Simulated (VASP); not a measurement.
# BC7 in VASP: further runs

Runs on BC7. Level: PBE. Tasks: single point.

Program: VASP 6.6.1. These are calculated values, not measurements. Logs are shortened: lines on timing, memory, paths and dates and some standing lists are left out, and cuts for length are marked.

## Step 1: The cell of the first run

Symmetry: P3m1, No. 156, trigonal system. The conventional cell has a = 2.536 Å, b = 2.536 Å, c = 8.522 Å, α = 90.00°, β = 90.00°, γ = 120.00°. Within 2.0 Å of C (site symmetry 3m) lie 1 C at 1.50 Å and 3 B at 1.63 Å. Within 2.0 Å of C (site symmetry 3m) lie 4 C at 1.50 to 1.56 Å. Within 2.1 Å of C (site symmetry 3m) lie 4 C at 1.55 Å. C (site symmetry 3m) has 4 C at 1.55 Å within 2.1 Å. Within 2.1 Å of C (site symmetry 3m) lie 4 C at 1.55 to 1.57 Å. C (site symmetry 3m) has 4 C at 1.56 to 1.57 Å within 2.1 Å. Within 2.1 Å of C (site symmetry 3m) lie 3 C at 1.55 Å and 1 B at 1.61 Å. Within 2.1 Å of B (site symmetry 3m) lie 4 C at 1.61 to 1.63 Å.

## Step 2: Single point, PBE

INCAR

```
SYSTEM = BC7
PREC = Accurate
ENCUT = 520
EDIFF = 1E-6
ISMEAR = -1
SIGMA = 0.05
LREAL = .FALSE.
LASPH = .TRUE.
NELM = 100
ALGO = Normal
ISIF = 2
LWAVE = .FALSE.
LCHARG = .TRUE.
GGA = PE
LELF = .TRUE.
LVHAR = .TRUE.
NBANDS = 26
```

KPOINTS

```
Automatic mesh
0
G
  12 12 3
  0 0 0
```

POSCAR

```
BC7
1.0
    2.5358173008      0.0000000000      0.0000000000
   -1.2679086504      2.1960822018      0.0000000000
    0.0000000000      0.0000000000      8.5222680000
C B
7 1
Direct
    0.6666666667      0.3333333333      0.2390940000
    0.6666666667      0.3333333333      0.0635450000
    0.6666666667      0.3333333333      0.5735260000
    0.6666666667      0.3333333333      0.7549550000
    0.3333333333      0.6666666667      0.8162840000
    0.3333333333      0.6666666667      0.0000190000
    0.0000000000      0.0000000000      0.5121780000
    0.0000000000      0.0000000000      0.3228680000
```

Potentials or basis: VASP PAW PBE potentials, release 64 (C, B).

Launch:

```console
$ cat potpaw_PBE.64/C/POTCAR potpaw_PBE.64/B/POTCAR > POTCAR
$ mpirun -np 1 vasp_std > vasp.out
```

OUTCAR:

```text
SYSTEM = BC7
   PREC = Accurate
   ENCUT = 520
   EDIFF = 1E-6
   ISMEAR = -1
   LREAL = .FALSE.
   LASPH = .TRUE.
   NELM = 100
   ISIF = 2
   GGA = PE

 ion  position               nearest neighbor table
   1  0.667  0.333  0.239-   2 1.50   8 1.63   8 1.63   8 1.63
   2  0.667  0.333  0.064-   1 1.50   6 1.56   6 1.56   6 1.56
   3  0.667  0.333  0.574-   4 1.55   7 1.55   7 1.55   7 1.55
   4  0.667  0.333  0.755-   3 1.55   5 1.55   5 1.55   5 1.55
   5  0.333  0.667  0.816-   4 1.55   4 1.55   4 1.55   6 1.57
   6  0.333  0.667  0.000-   2 1.56   2 1.56   2 1.56   5 1.57
   7  0.000  0.000  0.512-   3 1.55   3 1.55   3 1.55   8 1.61
   8  0.000  0.000  0.323-   7 1.61   1 1.63   1 1.63   1 1.63

  LATTYP: Found a hexagonal cell.
 ALAT       =     2.5358173008
 C/A-ratio  =     3.3607578895

  Lattice vectors:

 A1 = (   2.5358173008,   0.0000000000,   0.0000000000)
 A2 = (  -1.2679086504,   2.1960822018,   0.0000000000)
 A3 = (   0.0000000000,   0.0000000000,   8.5222680000)

Analysis of symmetry for initial positions (statically):
=====================================================================
 Subroutine PRICEL returns:
 Original cell was already a primitive cell.

 Routine SETGRP: Setting up the symmetry group for a
 hexagonal supercell.

 Subroutine GETGRP returns: Found  6 space group operations
 (whereof  6 operations were pure point group operations)
 out of a pool of 24 trial point group operations.

The static configuration has the point symmetry C_3v.

Analysis of symmetry for dynamics (positions and initial velocities):
=====================================================================
 Subroutine PRICEL returns:
 Original cell was already a primitive cell.

 Routine SETGRP: Setting up the symmetry group for a
 hexagonal supercell.

 Subroutine GETGRP returns: Found  6 space group operations
 (whereof  6 operations were pure point group operations)
 out of a pool of 24 trial point group operations.

The dynamic configuration has the point symmetry C_3v.

 Subroutine INISYM returns: Found  6 space group operations
 (whereof  6 operations are pure point group operations),
 and found     1 'primitive' translations

----------------------------------------------------------------------------------------
[... 102 lines left out ...]
   LASPH  =      T    aspherical Exc in radial PAW
   ENCUT  =  520.0 eV  38.22 Ry    6.18 a.u.   4.71  4.71 15.85*2*pi/ulx,y,z
   NELM   =    100;   NELMIN=  2; NELMDL= -5     # of ELM steps
   EDIFF  = 0.1E-05   stopping-criterion for ELM
   LREAL  =      F    real-space projection
   EDIFFG = 0.1E-04   stopping-criterion for IOM
   NSW    =      0    number of steps for IOM
   IBRION =     -1    ionic relax: 0-MD 1-quasi-New 2-CG
   NFREE  =      0    steps in history (QN), initial steepest desc. (CG)
   ISIF   =      2    stress and relaxation
   ISYM   =      2    0-nonsym 1-usesym 2-fastsym
   POTIM  = 0.5000    time-step for ionic-motion
   TEBEG  =    0.0;   TEEND  =   0.0 temperature during run
   PSTRESS=    0.0 pullay stress
   NELECT =      31.0000    total number of electrons
   NUPDOWN=      -1.0000    fix difference up-down
   EMIN   =  10.00;   EMAX   =-10.00  energy-range for DOS
   EFERMI =   0.00;   METHOD = LEGACY
   ISMEAR =    -1;   SIGMA  =   0.05  broadening in eV -4-tet -1-fermi 0-gaus
   EFERMI_NEDOS =   21; number of points for ismear=-14 and -15
   IALGO  =     38    algorithm
   IMIX   =      4    mixing-type and parameters
     AMIX     =   0.40;   BMIX     =  1.00
     AMIX_MAG =   1.60;   BMIX_MAG =  1.00
  volume/ion in A,a.u.               =       5.93        40.03
  Fermi-wavevector in a.u.,A,eV,Ry     =   1.420435  2.684234 27.451614  2.017637
  Thomas-Fermi vector in A             =   2.541351
   LORBIT       =      0    0 simple, 1 ext, 2 COOP (PROOUT), +10 PAW based schemes
   GGA     = PE    functional components
   LHFCALC =     F    Hartree Fock is set to
   AEXX    =    0.0000 exact exchange contribution
   IVDW    =     0    specifies the selected vdW correction
   LEPSILON=     F    determine dielectric tensor
   LRPA    =     F    only Hartree local field effects (RPA)
 non-spin polarized calculation
  energy-cutoff  :      520.00
  volume of cell :       47.46
 maximum number of plane-waves:      1303
 NGX is ok and might be reduce to    20
   NGX =  9   NGY =  9   NGZ = 31

 number of electron      31.0000001 magnetization

 Free energy of the ion-electron system (eV)
  ---------------------------------------------------
  ext. energy  EPLUGINS =         0.00000000
  ---------------------------------------------------
  free energy    TOTEN  =       -69.45148681 eV

  energy without entropy =      -69.44252338  energy(sigma->0) =      -69.44700510

 E-fermi :   8.1508     XC(G=0): -12.9785

 val. band max:        8.0993463350   @ k =   0.0833   0.0000   0.3333
 cond. band min:       8.1639228225   @ k =   0.2500   0.0833   0.0000
 fundamental gap:      0.0645764875
 Fermi energy:         8.1507577330

 k-point     1 :       0.0000    0.0000    0.0000
  band No.  band energies     occupation
      1     -12.1249      2.00000
      2     -10.6275      2.00000
      3      -9.2061      2.00000
      4      -5.8433      2.00000
      5      -3.7100      2.00000
      6       2.1559      2.00000
[... 685 lines left out ...]
     25      19.2664      0.00000
     26      19.9457      0.00000

 [... further k-points ...]
[... 5 lines left out ...]
  --------------------------------------------------------------------------------------
  -------------------------------------------------------------------------------------
  Total        0.0222139      0.0222139     -0.0188264      0.0000000      0.0000000      0.0000000
  in kB        0.7499167      0.7499167     -0.6355597      0.0000000      0.0000000      0.0000000
  external PRESSURE =       0.2880912 kB  Pullay stress =       0.0000000 kB

 VOLUME and BASIS-vectors are now :
 -----------------------------------------------------------------------------
  energy-cutoff  :      520.00
  volume of cell :       47.46
      direct lattice vectors                 reciprocal lattice vectors
     2.535817301  0.000000000  0.000000000     0.394350176  0.227678181  0.000000000
    -1.267908650  2.196082202  0.000000000     0.000000000  0.455356361  0.000000000
     0.000000000  0.000000000  8.522268000     0.000000000  0.000000000  0.117339657

 POSITION                                       TOTAL-FORCE (eV/Angst)
 -----------------------------------------------------------------------------------
      1.26791      0.73203      2.03762        -0.000000      0.000000     -0.000694
      1.26791      0.73203      0.54155        -0.000000      0.000000      0.000571
      1.26791      0.73203      4.88774         0.000000     -0.000000     -0.038100
      1.26791      0.73203      6.43393         0.000000     -0.000000      0.067537
     -0.00000      1.46405      6.95659         0.000000      0.000000      0.004338
     -0.00000      1.46405      0.00016        -0.000000     -0.000000     -0.022551
      0.00000      0.00000      4.36492         0.000000     -0.000000      0.061765
      0.00000      0.00000      2.75157         0.000000     -0.000000     -0.072866
 -----------------------------------------------------------------------------------
    total drift:                               -0.000000      0.000000      0.000036

  FREE ENERGIE OF THE ION-ELECTRON SYSTEM (eV)
  ---------------------------------------------------
  free  energy   TOTEN  =       -69.4514868130 eV

  energy  without entropy=      -69.4425233829  energy(sigma->0) =      -69.44700510
```

OSZICAR:

```text
N       E                     dE             d eps       ncg     rms          rms(c)
DAV:   1     0.659315713418E+02    0.65932E+02   -0.15728E+04  2600   0.113E+03
DAV:   2    -0.665991052075E+02   -0.13253E+03   -0.12616E+03  3410   0.230E+02
DAV:   3    -0.718664924302E+02   -0.52674E+01   -0.52146E+01  3550   0.401E+01
DAV:   4    -0.719130621681E+02   -0.46570E-01   -0.46505E-01  3336   0.417E+00
DAV:   5    -0.719137530230E+02   -0.69085E-03   -0.69041E-03  3512   0.474E-01    0.105E+01
DAV:   6    -0.700175925262E+02    0.18962E+01   -0.21662E+00  3458   0.943E+00    0.622E+00
DAV:   7    -0.695084558975E+02    0.50914E+00   -0.14966E+00  3482   0.709E+00    0.264E+00
DAV:   8    -0.694478587252E+02    0.60597E-01   -0.29572E-01  3400   0.363E+00    0.114E+00
DAV:   9    -0.694522103004E+02   -0.43516E-02   -0.33753E-02  3180   0.110E+00    0.487E-01
DAV:  10    -0.694514601641E+02    0.75014E-03   -0.38924E-03  3358   0.370E-01    0.670E-02
DAV:  11    -0.694514642282E+02   -0.40640E-05   -0.32424E-04  3576   0.124E-01    0.241E-02
DAV:  12    -0.694514806457E+02   -0.16418E-04   -0.63131E-05  3402   0.501E-02    0.119E-02
DAV:  13    -0.694514860247E+02   -0.53790E-05   -0.85624E-06  3238   0.200E-02    0.451E-03
DAV:  14    -0.694514868130E+02   -0.78826E-06   -0.18444E-06  2454   0.960E-03
   1 F= -.69451487E+02 E0= -.69447005E+02  d E =-.896343E-02
```

It took 55 s on 1 thread of Intel Xeon Platinum 8259CL at 2.50GHz (Skylake/Cascade Lake), shared host; peak memory 0.18 GiB.

What came out:

```
Free energy   : -69.4515 eV
Pressure      : 0.0 GPa
Largest force : 0.073 eV/Å
```

Forces in eV/Å, atoms in the order of the input:
```
C    0.000  0.000 -0.001
C    0.000  0.000  0.001
C    0.000  0.000 -0.038
C    0.000  0.000  0.068
C    0.000  0.000  0.004
C    0.000  0.000 -0.023
C    0.000  0.000  0.062
B    0.000  0.000 -0.073
```

Stress tensor (GPa, compression positive):
```
 0.07  0.00  0.00
 0.00  0.07  0.00
 0.00  0.00 -0.06
```

Levels at points of the mesh, in eV from the Fermi level:
```
           k point  band 13  band 14  band 15  band 16  band 17  band 18  band 19  band 20
(0.00, 0.00, 0.00)     0.08     0.58     2.60     2.60     6.38     6.38     6.79     8.28
(0.50, 0.00, 0.00)    -3.81    -2.93    -2.07    -0.32     5.50     6.13     6.91     7.64
```

## Step 3: Single point, PBE (atoms moved at random)

INCAR

```
ALGO = Normal
EDIFF = 1E-6
ENCUT = 520
GGA = PE
ISIF = 2
ISMEAR = -1
LASPH = True
LCHARG = False
LREAL = False
LWAVE = False
NBANDS = 26
NELM = 80
PREC = Accurate
SIGMA = 0.05
```

KPOINTS

```
k-points
0
Gamma
  12 12 3
```

POSCAR

```
BC7
1.0
    2.5358173008      0.0000000000      0.0000000000
   -1.2679086504      2.1960822018      0.0000000000
    0.0000000000      0.0000000000      8.5222680000
C B
7 1
Direct
    0.6886900000      0.3462750000      0.2357120000
    0.6752190000      0.3384910000      0.0639040000
    0.6507340000      0.3193800000      0.5810520000
    0.6584910000      0.3217030000      0.7464940000
    0.3337520000      0.6725890000      0.8141480000
    0.3443390000      0.6740330000      0.0026240000
   -0.0177880000      0.0006700000      0.5082850000
    0.0234690000      0.0189080000      0.3186060000
```

Potentials or basis: VASP PAW PBE potentials, release 64 (C, B).

Launch:

```console
$ cat potpaw_PBE.64/C/POTCAR potpaw_PBE.64/B/POTCAR > POTCAR
$ mpirun -np 1 vasp_std > vasp.out
```

Run time: 3.8 min. Hardware: 1 thread of Intel Xeon Platinum 8259CL at 2.50GHz (Skylake/Cascade Lake), shared host; peak memory 0.31 GiB.

Results (log left out):

- Free energy: -69.0219 eV
- Pressure: 3.1 GPa
- Largest force: 5.298 eV/Å

Forces on the atoms (eV/Å):
```
C   -0.236 -0.016  0.932
C    0.196  0.209 -0.467
C   -0.163  0.520 -5.270
C   -0.150  0.900  4.502
C    0.215 -0.867  0.152
C   -0.237 -0.133 -1.805
C    0.731 -0.269  1.415
B   -0.358 -0.344  0.539
```

Stress tensor (GPa, compression positive):
```
 0.48 -0.68 -0.61
-0.68 -0.44 -0.61
-0.61 -0.61  9.14
```

Levels at points of the mesh, in eV from the Fermi level:
```csv
k point,band 13,band 14,band 15,band 16,band 17,band 18,band 19,band 20
"(0.00, 0.00, 0.00)",0.38,0.64,2.50,2.65,5.84,6.10,6.86,7.91
"(0.50, 0.00, 0.00)",-4.26,-2.55,-2.26,-0.32,5.37,6.05,6.53,7.15
"(0.00, 0.50, 0.00)",-4.27,-2.55,-2.25,-0.35,5.52,6.09,6.61,7.22
"(0.50, 0.50, 0.00)",-4.22,-2.47,-2.35,-0.29,5.41,6.20,6.64,7.20
```

Caveat: the cell differs from its parent crystal (atoms moved at random); forces of over 1 eV/Å act on the atoms, so gaps and moduli don't describe the material at rest.
